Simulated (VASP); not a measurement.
# InP in VASP: single point with PBE+D3(BJ)

Aim: the single point of InP with PBE+D3(BJ).

Program: VASP 6.6.1. These are calculated values, not measurements. Logs are shortened: lines on timing, memory, paths and dates and some standing lists are left out, and cuts for length are marked.

**1. The cell of the first run**

The cell holds a slab with vacuum, 16 atoms: a = 7.734 Å, b = 5.469 Å, c = 22.800 Å, α = 90.00°, β = 90.00°, γ = 90.00°.

**2. Single point, PBE+D3(BJ)**

Input file INCAR:

```
PREC     = Accurate       # precision mode
ENCUT    = 520            # plane-wave cutoff, eV
EDIFF    = 1E-6           # SCF threshold, eV
ISMEAR   = 0              # smearing method
SIGMA    = 0.1            # smearing width, eV
LREAL    = Auto         
LASPH    = True           # aspherical terms in the spheres
NELM     = 80             # most SCF steps
ALGO     = Normal         # electronic algorithm
ISIF     = 2              # what is computed and relaxed
LWAVE    = False          # write WAVECAR
LCHARG   = False          # write CHGCAR
LDIPOL   = True         
IDIPOL   = 3            
DIPOL    = 0.5 0.5 0.502
GGA      = PE             # functional
IVDW     = 12             # dispersion correction
NBANDS   = 86             # bands
```

Input file KPOINTS:

```
Automatic mesh
0
Gamma
  4 5 1
```

Input file POSCAR:

```
InP
1.0
    7.7337451206      0.0000000000      0.0000000000
    0.0000000000      5.4685836187      0.0000000000
    0.0000000000      0.0000000000     22.8003088404
In P
8 8
Direct
    0.2500000000      0.5000000000      0.3728019677
    0.7500000000      0.5000000000      0.3728019677
    0.5000000000      0.0000000000      0.4576006559
    0.0000000000      0.0000000000      0.4576006559
    0.7500000000      0.5000000000      0.5517544720
    0.2500000000      0.5000000000      0.5517544720
    0.0000000000      0.0000000000      0.6246902972
    0.5000000000      0.0000000000      0.6246902972
    0.2500000000      0.0000000000      0.3728019677
    0.7500000000      0.0000000000      0.3728019677
    0.5000000000      0.5000000000      0.4576006559
    0.0000000000      0.5000000000      0.4576006559
    0.7500000000      0.0000000000      0.5450946464
    0.2500000000      0.0000000000      0.5450946464
    0.0000000000      0.5000000000      0.6300581192
    0.5000000000      0.5000000000      0.6300581192
```

Potentials or basis: VASP PAW PBE potentials, release 64 (In_d, P).

Started as:

```bash
cat potpaw_PBE.64/In_d/POTCAR potpaw_PBE.64/P/POTCAR > POTCAR
mpirun -np 1 vasp_std > vasp.out
```

OUTCAR:

```text
PREC = Accurate
   ENCUT = 520
   EDIFF = 1E-6
   ISMEAR = 0
   LREAL = Auto
   LASPH = True
   NELM = 80
   ISIF = 2
   GGA = PE
   IVDW = 12
 IVDW          = 12

 ion  position               nearest neighbor table
   1  0.250  0.500  0.373-   9 2.73   9 2.73  12 2.73  11 2.73   2 3.87   2 3.87   3 3.87   4 3.87
                             4 3.87   3 3.87
   2  0.750  0.500  0.373-  10 2.73  10 2.73  12 2.73  11 2.73   1 3.87   1 3.87   3 3.87   4 3.87
                             4 3.87   3 3.87
   3  0.500  0.000  0.458-  11 2.73  11 2.73   9 2.73  10 2.73  14 2.78  13 2.78   8 3.81   4 3.87
                             4 3.87   1 3.87   2 3.87   2 3.87   1 3.87   5 3.98   6 3.98   5 3.98
   4  0.000  0.000  0.458-  12 2.73  12 2.73   9 2.73  10 2.73  14 2.78  13 2.78   7 3.81   3 3.87
                             3 3.87   1 3.87   2 3.87   2 3.87   1 3.87   5 3.98   6 3.98   5 3.98
   5  0.750  0.500  0.552-  15 2.63  16 2.63  13 2.74  13 2.74  11 2.89  12 2.89   7 3.74   7 3.74
                             8 3.74   8 3.74   6 3.87   6 3.87   3 3.98   4 3.98   3 3.98   4 3.98
   6  0.250  0.500  0.552-  15 2.63  16 2.63  14 2.74  14 2.74  11 2.89  12 2.89   7 3.74   7 3.74
                             8 3.74   8 3.74   5 3.87   5 3.87   3 3.98   4 3.98   3 3.98   4 3.98
   7  0.000  0.000  0.625-  13 2.65  14 2.65  15 2.74  15 2.74   5 3.74   5 3.74   6 3.74   6 3.74
                             4 3.81   8 3.87   8 3.87
   8  0.500  0.000  0.625-  13 2.65  14 2.65  16 2.74  16 2.74   5 3.74   5 3.74   6 3.74   6 3.74
                             3 3.81   7 3.87   7 3.87
   9  0.250  0.000  0.373-   1 2.73   1 2.73   4 2.73   3 2.73
[... 15 lines left out ...]
 A1 = (   0.0000000000,  -5.4685836187,   0.0000000000)
 A2 = (   7.7337451206,   0.0000000000,   0.0000000000)
 A3 = (   0.0000000000,   0.0000000000,  22.8003088404)

Analysis of symmetry for initial positions (statically):
=====================================================================
 Subroutine PRICEL returns following result:

  LATTYP: Found a simple orthorhombic cell.
 ALAT       =     3.8668725603
 B/A-ratio  =     1.4142135624
 C/A-ratio  =     5.8963176275

  Lattice vectors:

 A1 = (   3.8668725603,   0.0000000000,   0.0000000000)
 A2 = (   0.0000000000,   5.4685836187,   0.0000000000)
 A3 = (   0.0000000000,   0.0000000000,  22.8003088404)

   2 primitive cells build up your supercell.

 Routine SETGRP: Setting up the symmetry group for a
 simple orthorhombic supercell.

 Subroutine GETGRP returns: Found  4 space group operations
 (whereof  4 operations were pure point group operations)
 out of a pool of  8 trial point group operations.

The static configuration has the point symmetry C_2v.

Analysis of symmetry for dynamics (positions and initial velocities):
=====================================================================
 Subroutine PRICEL returns following result:

  LATTYP: Found a simple orthorhombic cell.
 ALAT       =     3.8668725603
 B/A-ratio  =     1.4142135624
 C/A-ratio  =     5.8963176275

  Lattice vectors:

 A1 = (   3.8668725603,   0.0000000000,   0.0000000000)
 A2 = (   0.0000000000,   5.4685836187,   0.0000000000)
 A3 = (   0.0000000000,   0.0000000000,  22.8003088404)

   2 primitive cells build up your supercell.

 Routine SETGRP: Setting up the symmetry group for a
 simple orthorhombic supercell.

 Subroutine GETGRP returns: Found  4 space group operations
 (whereof  4 operations were pure point group operations)
 out of a pool of  8 trial point group operations.

The dynamic configuration has the point symmetry C_2v.

 Subroutine INISYM returns: Found  4 space group operations
 (whereof  4 operations are pure point group operations),
 and found     2 'primitive' translations

----------------------------------------------------------------------------------------

                                     Primitive cell

  volume of cell :     482.1425

  direct lattice vectors                    reciprocal lattice vectors
     3.866872560  0.000000000  0.000000000     0.258606919  0.000000000  0.000000000
     0.000000000  5.468583619  0.000000000     0.000000000  0.182862706  0.000000000
     0.000000000  0.000000000 22.800308840     0.000000000  0.000000000  0.043859055

  length of vectors
     3.866872560  5.468583619 22.800308840     0.258606919  0.182862706  0.043859055
[... 34 lines left out ...]
     0.000000000  0.036572541  0.000000000     0.000000000  0.200000000  0.000000000
     0.000000000  0.000000000  0.043859055     0.000000000  0.000000000  1.000000000

  Length of vectors
     0.032325865  0.036572541  0.043859055

  Shift w.r.t. Gamma in fractional coordinates (k-lattice)
     0.000000000  0.000000000  0.000000000

 Subroutine IBZKPT returns following result:
 ===========================================

 Found      9 irreducible k-points:

 Following reciprocal coordinates:
            Coordinates               Weight
  0.000000  0.000000  0.000000      1.000000
  0.250000  0.000000  0.000000      2.000000
  0.500000  0.000000  0.000000      1.000000
  0.000000  0.200000  0.000000      2.000000
  0.250000  0.200000  0.000000      4.000000
  0.500000  0.200000  0.000000      2.000000
  0.000000  0.400000  0.000000      2.000000
  0.250000  0.400000  0.000000      4.000000
  0.500000  0.400000  0.000000      2.000000
   k-points           NKPTS =      9   k-points in BZ     NKDIM =      9   number of bands    NBANDS=     86
   number of dos      NEDOS =    301   number of ions     NIONS =     16
   total plane-waves  NPLWV = 453600
   dimension x,y,z NGX =    60 NGY =   42 NGZ =  180
   dimension x,y,z NGXF=   120 NGYF=   84 NGZF=  360
   ions per type =               8   8
   NGX,Y,Z   is equivalent  to a cutoff of  12.90, 12.77, 13.12 a.u.
   NGXF,Y,Z  is equivalent  to a cutoff of  25.80, 25.54, 26.25 a.u.
 SYSTEM =  unknown system
   PREC   = accura    normal or accurate (medium, high low for compatibility)
   ISTART =      0    job   : 0-new  1-cont  2-samecut
   ICHARG =      2    charge: 1-file 2-atom 10-const
   ISPIN  =      1    spin polarized calculation?
   LNONCOLLINEAR =      F non collinear calculations
   LSORBIT =      F    spin-orbit coupling
   LASPH  =      T    aspherical Exc in radial PAW
   ENCUT  =  520.0 eV  38.22 Ry    6.18 a.u.  14.38 10.17 42.39*2*pi/ulx,y,z
   NELM   =     80;   NELMIN=  2; NELMDL= -5     # of ELM steps
   EDIFF  = 0.1E-05   stopping-criterion for ELM
   LREAL  =      T    real-space projection
   EDIFFG = 0.1E-04   stopping-criterion for IOM
   NSW    =      0    number of steps for IOM
   IBRION =     -1    ionic relax: 0-MD 1-quasi-New 2-CG
   NFREE  =      0    steps in history (QN), initial steepest desc. (CG)
   ISIF   =      2    stress and relaxation
   ISYM   =      2    0-nonsym 1-usesym 2-fastsym
   POTIM  = 0.5000    time-step for ionic-motion
   TEBEG  =    0.0;   TEEND  =   0.0 temperature during run
   PSTRESS=    0.0 pullay stress
   NELECT =     144.0000    total number of electrons
   NUPDOWN=      -1.0000    fix difference up-down
   EMIN   =  10.00;   EMAX   =-10.00  energy-range for DOS
   EFERMI =   0.00;   METHOD = LEGACY
   ISMEAR =     0;   SIGMA  =   0.10  broadening in eV -4-tet -1-fermi 0-gaus
   EFERMI_NEDOS =   21; number of points for ismear=-14 and -15
   IALGO  =     38    algorithm
   IMIX   =      4    mixing-type and parameters
     AMIX     =   0.40;   BMIX     =  1.00
     AMIX_MAG =   1.60;   BMIX_MAG =  1.00
  volume/ion in A,a.u.               =      60.27       406.71
  Fermi-wavevector in a.u.,A,eV,Ry     =   0.868548  1.641318 10.263905  0.754376
  Thomas-Fermi vector in A             =   1.987242
   LORBIT       =      0    0 simple, 1 ext, 2 COOP (PROOUT), +10 PAW based schemes
   GGA     = PE    functional components
   LHFCALC =     F    Hartree Fock is set to
   AEXX    =    0.0000 exact exchange contribution
   IVDW    =    12    specifies the selected vdW correction
   LEPSILON=     F    determine dielectric tensor
   LRPA    =     F    only Hartree local field effects (RPA)
 non-spin polarized calculation
 Gauss-broadening in eV      SIGMA  =   0.10
  energy-cutoff  :      520.00
  volume of cell :      964.29
 maximum number of plane-waves:     26012
 NGX is ok and might be reduce to    60
   NGX = 29   NGY = 21   NGZ = 85

 dipolmoment           0.000000      0.000000     -0.059714 electrons x Angstroem

 number of electron     143.9999966 magnetization

 dipolmoment           0.000000      0.000000      0.010387 electrons x Angstroem

 Free energy of the ion-electron system (eV)
  ---------------------------------------------------
  ext. energy  EPLUGINS =         0.00000000
  ---------------------------------------------------
  free energy    TOTEN  =       -60.29465806 eV

  energy without entropy =      -60.25480066  energy(sigma->0) =      -60.27472936

 E-fermi :  -0.4617     XC(G=0):  -4.3413

 val. band max:       -0.4905143612   @ k =   0.2500   0.4000   0.0000
 cond. band min:      -0.4561744808   @ k =   0.0000   0.2000   0.0000
 fundamental gap:      0.0343398804
 Fermi energy:        -0.4617406540

 k-point     1 :       0.0000    0.0000    0.0000
  band No.  band energies     occupation
      1     -15.0722      2.00000
      2     -15.0292      2.00000
      3     -14.9848      2.00000
      4     -14.9339      2.00000
      5     -14.9269      2.00000
      6     -14.9039      2.00000
[... 772 lines left out ...]
     83       3.2233      0.00000
     84       3.2233      0.00000
 [bands above 84 left out]

------------------------ aborting loop because EDIFF is reached ----------------------------------------

 vacuum level on the upper side and lower side of the slab       (xc-potential included)        -0.141        -0.184

 Edisp (eV)   -4.34283

 E8    (eV) :    -2.0038

  FORCE on cell =-STRESS in cart. coord.  units (eV):
  Direction    XX          YY          ZZ          XY          YZ          ZX
  --------------------------------------------------------------------------------------
  -------------------------------------------------------------------------------------
  Total      -3.67330   -10.02798    -3.63069     0.00000     0.00000     0.00000
  in kB      -6.10326   -16.66168    -6.03246     0.00000     0.00000     0.00000
  external pressure =       -9.60 kB  Pullay stress =        0.00 kB

 VOLUME and BASIS-vectors are now :
 -----------------------------------------------------------------------------
  energy-cutoff  :      520.00
  volume of cell :      964.29
      direct lattice vectors                 reciprocal lattice vectors
     7.733745121  0.000000000  0.000000000     0.129303460  0.000000000  0.000000000
     0.000000000  5.468583619  0.000000000     0.000000000  0.182862706  0.000000000
     0.000000000  0.000000000 22.800308840     0.000000000  0.000000000  0.043859055

 POSITION                                       TOTAL-FORCE (eV/Angst)
 -----------------------------------------------------------------------------------
      1.93344      2.73429      8.50000         0.000000     -0.000000      0.549922
      5.80031      2.73429      8.50000         0.000000     -0.000000      0.549922
      3.86687      0.00000     10.43344        -0.000000     -0.000000     -0.738767
      0.00000      0.00000     10.43344         0.000000     -0.000000     -0.738767
      5.80031      2.73429     12.58017        -0.000000      0.000000     -0.006522
      1.93344      2.73429     12.58017         0.000000     -0.000000     -0.006522
[... 8 lines left out ...]
      0.00000      2.73429     14.36552         0.000000     -0.000000      0.004418
      3.86687      2.73429     14.36552         0.000000     -0.000000      0.004418
 -----------------------------------------------------------------------------------
    total drift:                                0.000000     -0.000000     -0.034276

  FREE ENERGIE OF THE ION-ELECTRON SYSTEM (eV)
  ---------------------------------------------------
  free  energy   TOTEN  =       -64.6374889280 eV

  energy  without entropy=      -64.5976315235  energy(sigma->0) =      -64.61756023

 vacuum level on the upper side and lower side of the slab         3.988         3.944
```

Wall time 27 min (1 thread of Intel Xeon Platinum 8488C (Sapphire Rapids), shared host); peak memory 1.1 GiB.

What came out:

```yaml
Free_energy: -64.6375 eV
Largest_force: 0.739 eV/Å
Band_gap_on_the_k_mesh: zero (bands 72 and 73 overlap by 0.99 eV)
Dispersion_energy_per_atom: -0.271 eV
```

Forces in eV/Å, atoms in the order of the input:
```
In   0.000  0.000  0.550
In   0.000  0.000  0.550
In   0.000  0.000 -0.739
In   0.000  0.000 -0.739
In   0.000  0.000 -0.007
In   0.000  0.000 -0.007
In   0.000  0.000  0.003
In   0.000  0.000  0.003
P    0.000  0.000  0.319
P    0.000  0.000  0.319
P    0.000  0.000 -0.128
P    0.000  0.000 -0.128
P    0.000  0.000 -0.004
P    0.000  0.000 -0.004
P    0.000  0.000  0.004
P    0.000  0.000  0.004
```

Caveat: spin-orbit coupling is left out, which moves the levels of the heavy elements.
